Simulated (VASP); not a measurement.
# ZrB2 (P6/mmm) in VASP: settings compared

The runs below take ZrB2 through single point, with PBEsol+D4, revPBE, PBE+D3(BJ).

Everything below comes from runs of VASP 6.6.1. Logs are shortened: lines on timing, memory, paths and dates and some standing lists are left out, and cuts for length are marked.

## (1) The cell of the first run

The structure is hexagonal, space group P6/mmm (No. 191). The conventional cell has a = 3.191 Å, b = 3.191 Å, c = 3.556 Å, α = 90.00°, β = 90.00°, γ = 120.00°. Within 3.4 Å of Zr (site symmetry 6/mmm) lie 12 B at 2.56 Å and 6 Zr at 3.19 Å. Within 2.4 Å of B (site symmetry -6m2) lie 3 B at 1.84 Å.

## (2) Single point, PBEsol+D4

File INCAR:

```
PREC = Accurate ; ENCUT = 520
EDIFF = 1E-6 ; ISMEAR = -1
SIGMA = 0.05 ; LREAL = False
LASPH = True ; NELM = 100
ALGO = Normal ; ISIF = 2
LWAVE = False ; LCHARG = False
GGA = PS ; IVDW = 13
NBANDS = 16
```

File KPOINTS:

```
regular mesh
0
Gamma
  10 10 8
```

File POSCAR:

```
ZrB2
1.0
    3.1909939893      0.0000000000      0.0000000000
   -1.5954969947      2.7634818581      0.0000000000
    0.0000000000      0.0000000000      3.5563980329
Zr B
1 2
Direct
    0.0000000000      0.0000000000      0.0000000000
    0.6666666667      0.3333333333      0.5000000000
    0.3333333333      0.6666666667      0.5000000000
```

Potentials or basis: VASP PAW PBE potentials, release 64 (Zr_sv, B).

Command:

```sh
$ cat potpaw_PBE.64/Zr_sv/POTCAR potpaw_PBE.64/B/POTCAR > POTCAR
$ mpirun -np 1 vasp_std > vasp.out
```

OUTCAR:

```text
PREC = Accurate
   ENCUT = 520
   EDIFF = 1E-6
   ISMEAR = -1
   LREAL = False
   LASPH = True
   NELM = 100
   ISIF = 2
   GGA = PS
   IVDW = 13

 ion  position               nearest neighbor table
   1  0.000  0.000  0.000-   2 2.56   3 2.56   2 2.56   3 2.56   2 2.56   2 2.56   3 2.56   3 2.56
                             2 2.56   2 2.56   3 2.56   3 2.56
   2  0.667  0.333  0.500-   3 1.84   3 1.84   3 1.84   1 2.56   1 2.56   1 2.56   1 2.56   1 2.56
                             1 2.56
   3  0.333  0.667  0.500-   2 1.84   2 1.84   2 1.84   1 2.56   1 2.56   1 2.56   1 2.56   1 2.56
                             1 2.56

  LATTYP: Found a hexagonal cell.
 ALAT       =     3.1909939893
 C/A-ratio  =     1.1145110410

  Lattice vectors:

 A1 = (   3.1909939893,   0.0000000000,   0.0000000000)
 A2 = (  -1.5954969947,   2.7634818581,   0.0000000000)
 A3 = (   0.0000000000,   0.0000000000,   3.5563980329)

Analysis of symmetry for initial positions (statically):
=====================================================================
 Subroutine PRICEL returns:
 Original cell was already a primitive cell.

 Routine SETGRP: Setting up the symmetry group for a
 hexagonal supercell.

 Subroutine GETGRP returns: Found 24 space group operations
 (whereof 24 operations were pure point group operations)
 out of a pool of 24 trial point group operations.

The static configuration has the point symmetry D_6h.

Analysis of symmetry for dynamics (positions and initial velocities):
=====================================================================
 Subroutine PRICEL returns:
 Original cell was already a primitive cell.

 Routine SETGRP: Setting up the symmetry group for a
 hexagonal supercell.

 Subroutine GETGRP returns: Found 24 space group operations
 (whereof 24 operations were pure point group operations)
 out of a pool of 24 trial point group operations.

The dynamic configuration has the point symmetry D_6h.

 Subroutine INISYM returns: Found 24 space group operations
 (whereof 24 operations are pure point group operations),
 and found     1 'primitive' translations

----------------------------------------------------------------------------------------

                                     Primitive cell

  volume of cell :      31.3612

  direct lattice vectors                    reciprocal lattice vectors
     3.190993989  0.000000000  0.000000000     0.313381975  0.180931168  0.000000000
    -1.595496995  2.763481858  0.000000000     0.000000000  0.361862336  0.000000000
     0.000000000  0.000000000  3.556398033     0.000000000  0.000000000  0.281183375

  length of vectors
     3.190993989  3.190993989  3.556398033     0.361862336  0.361862336  0.281183375

  position of ions in fractional coordinates (direct lattice)
     0.000000000  0.000000000  0.000000000
     0.666666667  0.333333333  0.500000000
     0.333333333  0.666666667  0.500000000

  ion indices of the primitive-cell ions
   primitive index   ion index
                 1           1
                 2           2
                 3           3

----------------------------------------------------------------------------------------

 KPOINTS: regular mesh

Automatic generation of k-mesh.
 Grid dimensions read from file:
 generate k-points for:   10   10    8

 Generating k-lattice:

  Cartesian coordinates                     Fractional coordinates (reciprocal lattice)
     0.031338198  0.018093117  0.000000000     0.100000000  0.000000000  0.000000000
     0.000000000  0.036186234  0.000000000     0.000000000  0.100000000  0.000000000
     0.000000000  0.000000000  0.035147922     0.000000000  0.000000000  0.125000000

  Length of vectors
     0.036186234  0.036186234  0.035147922

  Shift w.r.t. Gamma in fractional coordinates (k-lattice)
     0.000000000  0.000000000  0.000000000

 Subroutine IBZKPT returns following result:
 ===========================================

 Found     70 irreducible k-points:

 Following reciprocal coordinates:
            Coordinates               Weight
  0.000000  0.000000  0.000000      1.000000
  0.100000 -0.000000  0.000000      6.000000
  0.200000 -0.000000  0.000000      6.000000
  0.300000 -0.000000  0.000000      6.000000
  0.400000 -0.000000  0.000000      6.000000
  0.500000 -0.000000  0.000000      3.000000
[... 16 lines left out ...]
  0.300000  0.100000  0.125000     24.000000
  0.400000  0.100000  0.125000     24.000000
 [... further k-points ...]
   k-points           NKPTS =     70   k-points in BZ     NKDIM =     70   number of bands    NBANDS=     16
   number of dos      NEDOS =    301   number of ions     NIONS =      3
   total plane-waves  NPLWV =  16128
   dimension x,y,z NGX =    24 NGY =   24 NGZ =   28
   dimension x,y,z NGXF=    48 NGYF=   48 NGZF=   56
   ions per type =               1   2
   NGX,Y,Z   is equivalent  to a cutoff of  12.50, 12.50, 13.09 a.u.
   NGXF,Y,Z  is equivalent  to a cutoff of  25.01, 25.01, 26.18 a.u.
 SYSTEM =  unknown system
   PREC   = accura    normal or accurate (medium, high low for compatibility)
   ISTART =      0    job   : 0-new  1-cont  2-samecut
   ICHARG =      2    charge: 1-file 2-atom 10-const
   ISPIN  =      1    spin polarized calculation?
   LNONCOLLINEAR =      F non collinear calculations
   LSORBIT =      F    spin-orbit coupling
   LASPH  =      T    aspherical Exc in radial PAW
   ENCUT  =  520.0 eV  38.22 Ry    6.18 a.u.   5.93  5.93  6.61*2*pi/ulx,y,z
   NELM   =    100;   NELMIN=  2; NELMDL= -5     # of ELM steps
   EDIFF  = 0.1E-05   stopping-criterion for ELM
   LREAL  =      F    real-space projection
   EDIFFG = 0.1E-04   stopping-criterion for IOM
   NSW    =      0    number of steps for IOM
   IBRION =     -1    ionic relax: 0-MD 1-quasi-New 2-CG
   NFREE  =      0    steps in history (QN), initial steepest desc. (CG)
   ISIF   =      2    stress and relaxation
   ISYM   =      2    0-nonsym 1-usesym 2-fastsym
   POTIM  = 0.5000    time-step for ionic-motion
   TEBEG  =    0.0;   TEEND  =   0.0 temperature during run
   PSTRESS=    0.0 pullay stress
   NELECT =      18.0000    total number of electrons
   NUPDOWN=      -1.0000    fix difference up-down
   EMIN   =  10.00;   EMAX   =-10.00  energy-range for DOS
   EFERMI =   0.00;   METHOD = LEGACY
   ISMEAR =    -1;   SIGMA  =   0.05  broadening in eV -4-tet -1-fermi 0-gaus
   EFERMI_NEDOS =   21; number of points for ismear=-14 and -15
   IALGO  =     38    algorithm
   IMIX   =      4    mixing-type and parameters
     AMIX     =   0.40;   BMIX     =  1.00
     AMIX_MAG =   1.60;   BMIX_MAG =  1.00
  volume/ion in A,a.u.               =      10.45        70.55
  Fermi-wavevector in a.u.,A,eV,Ry     =   1.360509  2.570989 25.184168  1.850984
  Thomas-Fermi vector in A             =   2.487165
   LORBIT       =      0    0 simple, 1 ext, 2 COOP (PROOUT), +10 PAW based schemes
   GGA     = PS    functional components
   LHFCALC =     F    Hartree Fock is set to
   AEXX    =    0.0000 exact exchange contribution
   IVDW    =    13    specifies the selected vdW correction
   LEPSILON=     F    determine dielectric tensor
   LRPA    =     F    only Hartree local field effects (RPA)
 non-spin polarized calculation
  energy-cutoff  :      520.00
  volume of cell :       31.36
 maximum number of plane-waves:       857
 NGX is ok and might be reduce to    24
   NGX = 11   NGY = 11   NGZ = 13

 number of electron      18.0000000 magnetization

 Free energy of the ion-electron system (eV)
  ---------------------------------------------------
  ext. energy  EPLUGINS =         0.00000000
  ---------------------------------------------------
  free energy    TOTEN  =       -26.37198282 eV

  energy without entropy =      -26.36911710  energy(sigma->0) =      -26.37054996

 E-fermi :  10.1122     XC(G=0): -12.4457

 val. band max:       10.0739103065   @ k =   0.2000   0.2000   0.1250
 cond. band min:      10.2715950597   @ k =   0.0000   0.0000   0.2500
 fundamental gap:      0.1976847532
 Fermi energy:        10.1122016426

 k-point     1 :       0.0000    0.0000    0.0000
  band No.  band energies     occupation
      1     -38.3633      2.00000
      2     -16.5725      2.00000
      3     -16.0441      2.00000
      4     -16.0441      2.00000
      5      -2.3928      2.00000
      6       7.6273      2.00000
[... 8 lines left out ...]
     15      15.2777      0.00000
     16      15.2777      0.00000

 k-point     2 :       0.1000   -0.0000    0.0000
  band No.  band energies     occupation
      1     -38.3531      2.00000
      2     -16.5571      2.00000
      3     -16.1349      2.00000
      4     -16.0639      2.00000
      5      -2.1967      2.00000
      6       7.0609      2.00000
[... 8 lines left out ...]
     15      15.9098      0.00000
     16      16.4440      0.00000

 k-point     3 :       0.2000   -0.0000    0.0000
  band No.  band energies     occupation
      1     -38.3262      2.00000
      2     -16.5165      2.00000
      3     -16.3662      2.00000
      4     -16.1152      2.00000
      5      -1.6382      2.00000
      6       5.8094      2.00000
[... 8 lines left out ...]
     15      16.8857      0.00000
     16      17.6884      0.00000

 k-point     4 :       0.3000   -0.0000    0.0000
  band No.  band energies     occupation
      1     -38.2927      2.00000
      2     -16.6401      2.00000
      3     -16.4659      2.00000
      4     -16.1779      2.00000
      5      -0.7855      2.00000
      6       4.3759      2.00000
[... 8 lines left out ...]
     15      17.8356      0.00000
     16      19.9042      0.00000

 k-point     5 :       0.4000   -0.0000    0.0000
  band No.  band energies     occupation
      1     -38.2654      2.00000
      2     -16.8531      2.00000
      3     -16.4245      2.00000
      4     -16.2279      2.00000
      5       0.2885      2.00000
      6       2.9460      2.00000
[... 8 lines left out ...]
     15      19.0254      0.00000
     16      19.2631      0.00000

 k-point     6 :       0.5000   -0.0000    0.0000
  band No.  band energies     occupation
      1     -38.2549      2.00000
      2     -16.9327      2.00000
      3     -16.4085      2.00000
      4     -16.2469      2.00000
      5       1.3458      2.00000
      6       1.7697      2.00000
[... 8 lines left out ...]
     15      17.7104      0.00000
     16      20.0091      0.00000
[... 267 lines left out ...]
 k-point    21 :       0.1000    0.1000    0.1250
  band No.  band energies     occupation
      1     -38.3320      2.00000
      2     -16.5786      2.00000
      3     -16.2835      2.00000
      4     -16.1023      2.00000
      5      -1.6290      2.00000
      6       6.3223      2.00000
[... 8 lines left out ...]
     15      16.6158      0.00000
     16      17.0116      0.00000

 k-point    22 :       0.2000    0.1000    0.1250
  band No.  band energies     occupation
      1     -38.3018      2.00000
      2     -16.5369      2.00000
      3     -16.5113      2.00000
      4     -16.1752      2.00000
      5      -0.9655      2.00000
      6       5.0423      2.00000
[... 8 lines left out ...]
     15      17.2941      0.00000
     16      18.6387      0.00000

 k-point    23 :       0.3000    0.1000    0.1250
  band No.  band energies     occupation
      1     -38.2714      2.00000
      2     -16.7441      2.00000
      3     -16.4804      2.00000
      4     -16.2479      2.00000
      5      -0.0585      2.00000
      6       3.6422      2.00000
[... 8 lines left out ...]
     15      17.5676      0.00000
     16      20.4037      0.00000

 k-point    24 :       0.4000    0.1000    0.1250
  band No.  band energies     occupation
      1     -38.2525      2.00000
      2     -16.8792      2.00000
      3     -16.4502      2.00000
      4     -16.2923      2.00000
      5       1.0368      2.00000
      6       2.2880      2.00000
[... 8 lines left out ...]
     15      18.2999      0.00000
     16      20.1143      0.00000

 [... further k-points ...]

------------------------ aborting loop because EDIFF is reached ----------------------------------------

  DFT-D4 for vdW energy calculation

  Edisp (eV):   -0.53014

  FORCE on cell =-STRESS in cart. coord.  units (eV):
  Direction    XX          YY          ZZ          XY          YZ          ZX
  --------------------------------------------------------------------------------------
  -------------------------------------------------------------------------------------
  Total      -2.17419    -2.17419    -2.32118     0.00000     0.00000     0.00000
  in kB    -111.07494  -111.07494  -118.58422     0.00000     0.00000     0.00000
  external pressure =     -113.58 kB  Pullay stress =        0.00 kB

 VOLUME and BASIS-vectors are now :
 -----------------------------------------------------------------------------
  energy-cutoff  :      520.00
  volume of cell :       31.36
      direct lattice vectors                 reciprocal lattice vectors
     3.190993989  0.000000000  0.000000000     0.313381975  0.180931168  0.000000000
    -1.595496995  2.763481858  0.000000000     0.000000000  0.361862336  0.000000000
     0.000000000  0.000000000  3.556398033     0.000000000  0.000000000  0.281183375

 POSITION                                       TOTAL-FORCE (eV/Angst)
 -----------------------------------------------------------------------------------
      0.00000      0.00000      0.00000        -0.000000      0.000000      0.000000
      1.59550      0.92116      1.77820        -0.000000     -0.000000      0.000000
     -0.00000      1.84232      1.77820         0.000000      0.000000      0.000000
 -----------------------------------------------------------------------------------
    total drift:                               -0.000000      0.000000      0.000000

  FREE ENERGIE OF THE ION-ELECTRON SYSTEM (eV)
  ---------------------------------------------------
  free  energy   TOTEN  =       -26.9021223377 eV

  energy  without entropy=      -26.8992566163  energy(sigma->0) =      -26.90068948
```

Wall time 46 s (1 thread of Intel Xeon 6975P-C, shared host); peak memory 0.17 GiB.

What came out:

```yaml
Free_energy: -26.9021 eV
Pressure: -11.4 GPa
Band_gap_on_the_k_mesh: zero (band 9 reaches 10.76 eV, above the bottom of band 10 at 9.98 eV)
Dispersion_energy_per_atom: -0.177 eV
```

Stress tensor (GPa, compression positive):
```
-11.11   0.00   0.00
  0.00 -11.11   0.00
  0.00   0.00 -11.86
```

Caveat: the PAW data sets were made with another functional, which shifts forces and pressure a little; pairwise dispersion overbinds metals, which lowers pressure and volume.

## (3) Single point, revPBE

This run uses another cell than the first one, of 10.40 Å³/atom, 0.995 times its volume.

File INCAR:

```
PREC = Accurate
ENCUT = 520
EDIFF = 1E-6
ISMEAR = -1
SIGMA = 0.05
LREAL = F
LASPH = T
NELM = 100
ALGO = Normal
ISIF = 2
LWAVE = F
LCHARG = F
GGA = RE
NBANDS = 16
```

KPOINTS is that of step 2.

File POSCAR:

```
ZrB2
1.0
    3.1818856885      0.0000000000      0.0000000000
   -1.5909428442      2.7555938382      0.0000000000
    0.0000000000      0.0000000000      3.5586063788
Zr B
1 2
Direct
    0.0000000000      0.0000000000      0.0000000000
    0.6666666667      0.3333333333      0.5000000000
    0.3333333333      0.6666666667      0.5000000000
```

Potentials or basis: VASP PAW PBE potentials, release 64 (Zr_sv, B).

Command:

```sh
$ cat potpaw_PBE.64/Zr_sv/POTCAR potpaw_PBE.64/B/POTCAR > POTCAR
$ mpirun -np 1 vasp_std > vasp.out
```

Wall time 44 s (1 thread of Intel Xeon 6975P-C, shared host); peak memory 0.17 GiB.

The run converged. Its results:

```yaml
Free_energy: -24.1182 eV
Pressure: 0.1 GPa
Band_gap_on_the_k_mesh: zero (band 9 reaches 11.03 eV, above the bottom of band 10 at 10.21 eV)
```

Levels at points of the mesh, in eV from the Fermi level:
```csv
k point,band 6,band 7,band 8,band 9,band 10,band 11,band 12,band 13
"(0.00, 0.00, 0.00)",-2.49,-2.49,-2.48,-2.31,3.42,3.42,4.17,4.17
"(0.50, 0.00, 0.00)",-8.46,-3.79,-2.95,-2.56,2.28,2.34,4.93,4.97
"(0.00, 0.00, 0.50)",-6.85,-0.85,-0.85,0.44,0.44,0.85,0.85,1.83
"(0.50, 0.00, 0.50)",-6.93,-4.46,-4.00,-1.96,3.71,4.08,5.28,6.13
```

Caveat: the PAW data sets were made with another functional, which shifts forces and pressure a little.

## (4) Single point, PBE+D3(BJ)

This run uses another cell than the first one, of 10.66 Å³/atom, 1.020 times its volume.

File INCAR:

```
ALGO     = Normal         # electronic algorithm
EDIFF    = 1E-7           # SCF threshold, eV
ENCUT    = 520            # plane-wave cutoff, eV
GGA      = PE             # functional
ISIF     = 2              # what is computed and relaxed
ISMEAR   = -1             # smearing method
IVDW     = 12             # dispersion correction
LASPH    = T              # aspherical terms in the spheres
LCHARG   = F              # write CHGCAR
LREAL    = F              # projectors in reciprocal space
LWAVE    = F              # write WAVECAR
NBANDS   = 16             # bands
NELM     = 80             # most SCF steps
PREC     = Accurate       # precision mode
SIGMA    = 0.05           # smearing width, eV
```

File KPOINTS:

```
k-points
0
Gamma
  10 10 8
```

File POSCAR:

```
ZrB2
1.0
    3.2117153101      0.0000000000      0.0000000000
   -1.6058576551      2.7814270483      0.0000000000
    0.0000000000      0.0000000000      3.5794921737
Zr B
1 2
Direct
    0.0000000000      0.0000000000      0.0000000000
    0.6666666667      0.3333333333      0.5000000000
    0.3333333333      0.6666666667      0.5000000000
```

Command:

```sh
$ cat potpaw_PBE.64/Zr_sv/POTCAR potpaw_PBE.64/B/POTCAR > POTCAR
$ mpirun -np 1 vasp_std > vasp.out
```

It took 44 s on 1 thread of Intel Xeon 6975P-C, shared host; peak memory 0.18 GiB.

Results (log left out):

```yaml
Free_energy: -26.0728 eV
Pressure: -13.6 GPa
Band_gap_on_the_k_mesh: zero (band 9 reaches 10.65 eV, above the bottom of band 10 at 9.88 eV)
Dispersion_energy_per_atom: -0.375 eV
```

Stress tensor (GPa, compression positive):
```
-14.37   0.00   0.00
  0.00 -14.37   0.00
  0.00   0.00 -12.16
```

Levels at points of the mesh, in eV from the Fermi level:
| k point | band 7 | band 8 | band 9 | band 10 | band 11 | band 12 |
| --- | --- | --- | --- | --- | --- | --- |
| (0.00, 0.00, 0.00) | -2.47 | -2.42 | -2.28 | 3.30 | 3.30 | 4.06 |
| (0.50, 0.00, 0.00) | -3.68 | -2.93 | -2.49 | 2.24 | 2.27 | 4.75 |
| (0.00, 0.00, 0.50) | -0.87 | -0.87 | 0.39 | 0.39 | 0.82 | 0.82 |
| (0.50, 0.00, 0.50) | -4.39 | -3.92 | -2.01 | 3.62 | 3.96 | 5.09 |

Caveat: pairwise dispersion overbinds metals, which lowers pressure and volume.

## (5) Overview

| level | cell | gap on the mesh (eV) | pressure (GPa) |
| --- | --- | --- | --- |
| PBEsol+D4 | a = 3.191, b = 3.191, c = 3.556 Å, angles 90.0, 90.0, 120.0°, 3 atoms | none | -11.4 |
| revPBE | a = 3.182, b = 3.182, c = 3.559 Å, angles 90.0, 90.0, 120.0°, 3 atoms | none | 0.1 |
| PBE+D3(BJ) | a = 3.212, b = 3.212, c = 3.579 Å, angles 90.0, 90.0, 120.0°, 3 atoms | none | -13.6 |

Alike in all rows: task single point; potentials or basis VASP PAW PBE potentials, release 64 (Zr_sv, B); no spin polarisation; k mesh 10 × 10 × 8; cutoff (eV) 520; smearing fermi-dirac 0.05 eV.

Caveats: the PAW data sets were made with another functional, which shifts forces and pressure a little (some runs); pairwise dispersion overbinds metals, which lowers pressure and volume (some runs).

Total energies depend on the potentials used, so only differences within one code and one set of settings carry meaning.
